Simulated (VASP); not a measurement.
# Si (a cell with a defect) in VASP: a series of runs

The runs below take Si (a cell with a defect) through single point, with PBEsol.

Program: VASP 6.6.1. These are calculated values, not measurements. Logs are shortened: lines on timing, memory, paths and dates and some standing lists are left out, and cuts for length are marked.

### 1 The cell of the first run

The cell holds a defect, 17 atoms: a = 7.679 Å, b = 7.679 Å, c = 7.679 Å, α = 60.00°, β = 60.00°, γ = 60.00°.

### 2 Single point, PBEsol

INCAR

```
  PREC = Accurate
  ENCUT = 520
  EDIFF = 1E-7
  ISMEAR = -1
  SIGMA = 0.02
  LREAL = Auto
  LASPH = True
  NELM = 100
  ALGO = Normal
  ISIF = 2
  LWAVE = False
  LCHARG = False
  GGA = PS
  NBANDS = 48
```

KPOINTS

```
regular mesh
0
Gamma
  2 2 2
```

POSCAR

```
Si
1.0
    0.0000000000      5.4300000000      5.4300000000
    5.4300000000      0.0000000000      5.4300000000
    5.4300000000      5.4300000000      0.0000000000
Si
17
Direct
    0.0009490316     -0.0105259952      0.0082679548
    0.1654034713      0.1067402871      0.1211398512
    0.0178676934     -0.0071952891      0.4955465918
    0.1223456031      0.1194040114      0.6357578337
    0.0007403012      0.5004084094      0.0084984511
    0.1154279599      0.6148170912      0.1541198221
   -0.0087911853      0.4906153513      0.5267144623
    0.1221844997      0.6215651149      0.6359390976
    0.5240015816      0.0231063240     -0.0713109013
    0.6064255604      0.1065646323      0.1212716075
    0.4935612290     -0.0070554758      0.4955658264
    0.6510201857      0.1502020433      0.5476140926
    0.4901178156      0.5004571761      0.0082880397
    0.6072631991      0.6644537188      0.1209371937
    0.4935456619      0.5170910500      0.4954665918
    0.6200169715      0.6217286828      0.6357722676
    0.7885611201      0.2869383676      0.1355664173
```

Potentials or basis: VASP PAW PBE potentials, release 64 (Si).

Run with:

```sh
> cat potpaw_PBE.64/Si/POTCAR > POTCAR
> mpirun -np 1 vasp_std > vasp.out
```

OUTCAR:

```text
PREC = Accurate
   ENCUT = 520
   EDIFF = 1E-7
   ISMEAR = -1
   LREAL = Auto
   LASPH = True
   NELM = 100
   ISIF = 2
   GGA = PS

 ion  position               nearest neighbor table
   1  0.001  0.989  0.008-   4 2.34   6 2.35  17 2.40  10 2.48   2 2.48
   2  0.165  0.107  0.121-   9 2.30   3 2.35  17 2.48   5 2.48   1 2.48
   3  0.018  0.993  0.496-   8 2.33   4 2.33  12 2.35   2 2.35
   4  0.122  0.119  0.636-   7 2.33  11 2.33   3 2.33   1 2.34
   5  0.001  0.500  0.008-   8 2.34   6 2.35  17 2.40  14 2.48   2 2.48
   6  0.115  0.615  0.154-   7 2.34   1 2.35  13 2.35   5 2.35
   7  0.991  0.491  0.527-   8 2.33  16 2.33   4 2.33   6 2.34
   8  0.122  0.622  0.636-   7 2.33   3 2.33  15 2.33   5 2.34
   9  0.524  0.023  0.929-  10 2.30   2 2.30  14 2.30  12 2.39
  10  0.606  0.107  0.121-   9 2.30  11 2.35  17 2.48  13 2.48   1 2.48
  11  0.494  0.993  0.496-   4 2.33  16 2.33  12 2.35  10 2.35
  12  0.651  0.150  0.548-  11 2.35   3 2.35  15 2.35   9 2.39  17 2.58
  13  0.490  0.500  0.008-  16 2.34   6 2.35  17 2.40  14 2.48  10 2.48
  14  0.607  0.664  0.121-   9 2.30  15 2.35   5 2.48  13 2.48  17 2.48
  15  0.494  0.517  0.495-   8 2.33  16 2.33  12 2.35  14 2.35
  16  0.620  0.622  0.636-   7 2.33  11 2.33  15 2.33  13 2.34
  17  0.789  0.287  0.136-   1 2.40   5 2.40  13 2.40   2 2.48  10 2.48  14 2.48  12 2.58

  LATTYP: Found a face centered cubic cell.
 ALAT       =    10.8600000000

  Lattice vectors:

 A1 = (   0.0000000000,   5.4300000000,   5.4300000000)
 A2 = (   5.4300000000,   0.0000000000,   5.4300000000)
 A3 = (   5.4300000000,   5.4300000000,   0.0000000000)

Analysis of symmetry for initial positions (statically):
=====================================================================
 Subroutine PRICEL returns:
 Original cell was already a primitive cell.

 Routine SETGRP: Setting up the symmetry group for a
 face centered cubic supercell.

 Subroutine GETGRP returns: Found  1 space group operations
 (whereof  1 operations were pure point group operations)
 out of a pool of 48 trial point group operations.

The static configuration has the point symmetry C_1 .

Analysis of symmetry for dynamics (positions and initial velocities):
=====================================================================
 Subroutine PRICEL returns:
 Original cell was already a primitive cell.

 Routine SETGRP: Setting up the symmetry group for a
 face centered cubic supercell.

 Subroutine GETGRP returns: Found  1 space group operations
 (whereof  1 operations were pure point group operations)
 out of a pool of 48 trial point group operations.

The dynamic configuration has the point symmetry C_1 .

 Subroutine INISYM returns: Found  1 space group operations
 (whereof  1 operations are pure point group operations),
 and found     1 'primitive' translations

----------------------------------------------------------------------------------------

                                     Primitive cell

  volume of cell :     320.2060

  direct lattice vectors                    reciprocal lattice vectors
     0.000000000  5.430000000  5.430000000    -0.092081031  0.092081031  0.092081031
     5.430000000  0.000000000  5.430000000     0.092081031 -0.092081031  0.092081031
     5.430000000  5.430000000  0.000000000     0.092081031  0.092081031 -0.092081031

  length of vectors
     7.679179644  7.679179644  7.679179644     0.159489025  0.159489025  0.159489025

  position of ions in fractional coordinates (direct lattice)
     0.000949032  0.989474005  0.008267955
     0.165403471  0.106740287  0.121139851
     0.017867693  0.992804711  0.495546592
     0.122345603  0.119404011  0.635757834
     0.000740301  0.500408409  0.008498451
     0.115427960  0.614817091  0.154119822
[... 9 lines left out ...]
     0.620016972  0.621728683  0.635772268
     0.788561120  0.286938368  0.135566417

  ion indices of the primitive-cell ions
   primitive index   ion index
                 1           1
                 2           2
                 3           3
                 4           4
                 5           5
                 6           6
[... 9 lines left out ...]
                16          16
                17          17

----------------------------------------------------------------------------------------

 KPOINTS: regular mesh

Automatic generation of k-mesh.
 Grid dimensions read from file:
 generate k-points for:    2    2    2

 Generating k-lattice:

  Cartesian coordinates                     Fractional coordinates (reciprocal lattice)
    -0.046040516  0.046040516  0.046040516     0.500000000  0.000000000  0.000000000
     0.046040516 -0.046040516  0.046040516     0.000000000  0.500000000  0.000000000
     0.046040516  0.046040516 -0.046040516     0.000000000  0.000000000  0.500000000

  Length of vectors
     0.079744512  0.079744512  0.079744512

  Shift w.r.t. Gamma in fractional coordinates (k-lattice)
     0.000000000  0.000000000  0.000000000

 Subroutine IBZKPT returns following result:
 ===========================================

 Found      8 irreducible k-points:

 Following reciprocal coordinates:
            Coordinates               Weight
  0.000000  0.000000  0.000000      1.000000
  0.500000  0.000000  0.000000      1.000000
  0.000000  0.500000  0.000000      1.000000
  0.000000  0.000000  0.500000      1.000000
  0.500000  0.500000  0.500000      1.000000
  0.500000  0.500000  0.000000      1.000000
  0.000000  0.500000  0.500000      1.000000
  0.500000  0.000000  0.500000      1.000000
   k-points           NKPTS =      8   k-points in BZ     NKDIM =      8   number of bands    NBANDS=     48
   number of dos      NEDOS =    301   number of ions     NIONS =     17
   total plane-waves  NPLWV = 216000
   dimension x,y,z NGX =    60 NGY =   60 NGZ =   60
   dimension x,y,z NGXF=   120 NGYF=  120 NGZF=  120
   ions per type =              17
   NGX,Y,Z   is equivalent  to a cutoff of  12.99, 12.99, 12.99 a.u.
   NGXF,Y,Z  is equivalent  to a cutoff of  25.98, 25.98, 25.98 a.u.
 SYSTEM =  unknown system
   PREC   = accura    normal or accurate (medium, high low for compatibility)
   ISTART =      0    job   : 0-new  1-cont  2-samecut
   ICHARG =      2    charge: 1-file 2-atom 10-const
   ISPIN  =      1    spin polarized calculation?
   LNONCOLLINEAR =      F non collinear calculations
   LSORBIT =      F    spin-orbit coupling
   LASPH  =      T    aspherical Exc in radial PAW
   ENCUT  =  520.0 eV  38.22 Ry    6.18 a.u.  14.28 14.28 14.28*2*pi/ulx,y,z
   NELM   =    100;   NELMIN=  2; NELMDL= -5     # of ELM steps
   EDIFF  = 0.1E-06   stopping-criterion for ELM
   LREAL  =      T    real-space projection
   EDIFFG = 0.1E-05   stopping-criterion for IOM
   NSW    =      0    number of steps for IOM
   IBRION =     -1    ionic relax: 0-MD 1-quasi-New 2-CG
   NFREE  =      0    steps in history (QN), initial steepest desc. (CG)
   ISIF   =      2    stress and relaxation
   ISYM   =      2    0-nonsym 1-usesym 2-fastsym
   POTIM  = 0.5000    time-step for ionic-motion
   TEBEG  =    0.0;   TEEND  =   0.0 temperature during run
   PSTRESS=    0.0 pullay stress
   NELECT =      68.0000    total number of electrons
   NUPDOWN=      -1.0000    fix difference up-down
   EMIN   =  10.00;   EMAX   =-10.00  energy-range for DOS
   EFERMI =   0.00;   METHOD = LEGACY
   ISMEAR =    -1;   SIGMA  =   0.02  broadening in eV -4-tet -1-fermi 0-gaus
   EFERMI_NEDOS =   21; number of points for ismear=-14 and -15
   IALGO  =     38    algorithm
   IMIX   =      4    mixing-type and parameters
     AMIX     =   0.40;   BMIX     =  1.00
     AMIX_MAG =   1.60;   BMIX_MAG =  1.00
  volume/ion in A,a.u.               =      18.84       127.11
  Fermi-wavevector in a.u.,A,eV,Ry     =   0.976715  1.845724 12.979587  0.953973
  Thomas-Fermi vector in A             =   2.107356
   LORBIT       =      0    0 simple, 1 ext, 2 COOP (PROOUT), +10 PAW based schemes
   GGA     = PS    functional components
   LHFCALC =     F    Hartree Fock is set to
   AEXX    =    0.0000 exact exchange contribution
   IVDW    =     0    specifies the selected vdW correction
   LEPSILON=     F    determine dielectric tensor
   LRPA    =     F    only Hartree local field effects (RPA)
 non-spin polarized calculation
  energy-cutoff  :      520.00
  volume of cell :      320.21
 maximum number of plane-waves:      8646
 NGX is ok and might be reduce to    60
   NGX = 29   NGY = 29   NGZ = 29

 number of electron      68.0000000 magnetization

 Free energy of the ion-electron system (eV)
  ---------------------------------------------------
  ext. energy  EPLUGINS =         0.00000000
  ---------------------------------------------------
  free energy    TOTEN  =       -93.67164913 eV

  energy without entropy =      -93.66078845  energy(sigma->0) =      -93.66621879

 E-fermi :   6.6787     XC(G=0):  -9.8253

 val. band max:        6.6082670740   @ k =   0.0000   0.0000   0.0000
 cond. band min:       6.6907395426   @ k =   0.5000   0.0000   0.5000
 fundamental gap:      0.0824724686
 Fermi energy:         6.6786893295

 k-point     1 :       0.0000    0.0000    0.0000
  band No.  band energies     occupation
      1      -6.2978      2.00000
      2      -3.9115      2.00000
      3      -3.6405      2.00000
      4      -3.6372      2.00000
      5      -3.4589      2.00000
      6      -2.8044      2.00000
[... 38 lines left out ...]
     45       8.3224      0.00000
     46       8.8016      0.00000

 k-point     2 :       0.5000    0.0000    0.0000
  band No.  band energies     occupation
      1      -5.8330      2.00000
      2      -5.0473      2.00000
      3      -3.6692      2.00000
      4      -3.4377      2.00000
      5      -3.2614      2.00000
      6      -3.0648      2.00000
[... 286 lines left out ...]
 k-point     8 :       0.5000    0.0000    0.5000
  band No.  band energies     occupation
      1      -5.6998      2.00000
      2      -4.7715      2.00000
      3      -4.0960      2.00000
      4      -3.8978      2.00000
      5      -3.8524      2.00000
      6      -3.6990      2.00000
[... 38 lines left out ...]
     45      10.1832      0.00000
     46      10.2917      0.00000
 [bands above 46 left out]

------------------------ aborting loop because EDIFF is reached ----------------------------------------

  FORCE on cell =-STRESS in cart. coord.  units (eV):
  Direction    XX          YY          ZZ          XY          YZ          ZX
  --------------------------------------------------------------------------------------
  -------------------------------------------------------------------------------------
  Total        4.9249073      4.8779923      4.8908295     -0.9376108      0.8997827      0.9300229
  in kB       24.6421818     24.4074387     24.4716708     -4.6914134      4.5021375      4.6534465
  external PRESSURE =      24.5070971 kB  Pullay stress =       0.0000000 kB

 VOLUME and BASIS-vectors are now :
 -----------------------------------------------------------------------------
  energy-cutoff  :      520.00
  volume of cell :      320.21
      direct lattice vectors                 reciprocal lattice vectors
     0.000000000  5.430000000  5.430000000    -0.092081031  0.092081031  0.092081031
     5.430000000  0.000000000  5.430000000     0.092081031 -0.092081031  0.092081031
     5.430000000  5.430000000  0.000000000     0.092081031  0.092081031 -0.092081031

 POSITION                                       TOTAL-FORCE (eV/Angst)
 -----------------------------------------------------------------------------------
      5.41774      0.05005      5.37800        -0.002035      0.005192     -0.000977
      1.23739      1.55593      1.47774        -0.008860     -0.001722     -0.005589
      8.08175      2.78784      5.48795        -0.000228      0.005339      0.007540
      4.10053      4.11650      1.31270         0.016208     -0.003345     -0.002850
      2.76336      0.05017      2.72124         0.000387      0.000769      0.004785
      4.17533      1.46364      3.96523        -0.003951     -0.003376      0.002721
[... 9 lines left out ...]
      6.82823      6.81894      6.74268        -0.007266      0.010829     -0.008032
      2.29420      5.01801      5.83996         0.011521     -0.010856      0.006274
 -----------------------------------------------------------------------------------
    total drift:                               -0.001870     -0.000865      0.001022

  FREE ENERGIE OF THE ION-ELECTRON SYSTEM (eV)
  ---------------------------------------------------
  free  energy   TOTEN  =       -93.6716491289 eV

  energy  without entropy=      -93.6607884517  energy(sigma->0) =      -93.66621879
```

Wall time 2.9 min (1 thread of Intel Xeon Platinum 8488C (Sapphire Rapids), shared host); peak memory 0.46 GiB.

What came out:

```yaml
Free_energy: -93.6716 eV
Pressure: 2.5 GPa
Largest_force: 0.017 eV/Å
Band_gap_on_the_k_mesh: zero (band 34 reaches 6.69 eV, above the bottom of band 35 at 6.60 eV)
```

Forces on the atoms (eV/Å):
```
Si  -0.002  0.005 -0.001
Si  -0.009 -0.002 -0.006
Si   0.000  0.005  0.008
Si   0.016 -0.003 -0.003
Si   0.000  0.001  0.005
Si  -0.004 -0.003  0.003
Si  -0.006 -0.003  0.000
Si  -0.002  0.007 -0.008
Si   0.002  0.000 -0.006
Si  -0.005  0.003  0.009
Si  -0.002 -0.005 -0.010
Si  -0.003 -0.006  0.011
Si   0.005  0.006  0.001
Si  -0.001 -0.001 -0.007
Si   0.005 -0.002  0.007
Si  -0.007  0.011 -0.008
Si   0.012 -0.011  0.006
```

Caveat: the k points lie up to 0.50 Å⁻¹ apart; the PAW data sets were made with another functional, which shifts forces and pressure a little.

[end of part 1 of 2]
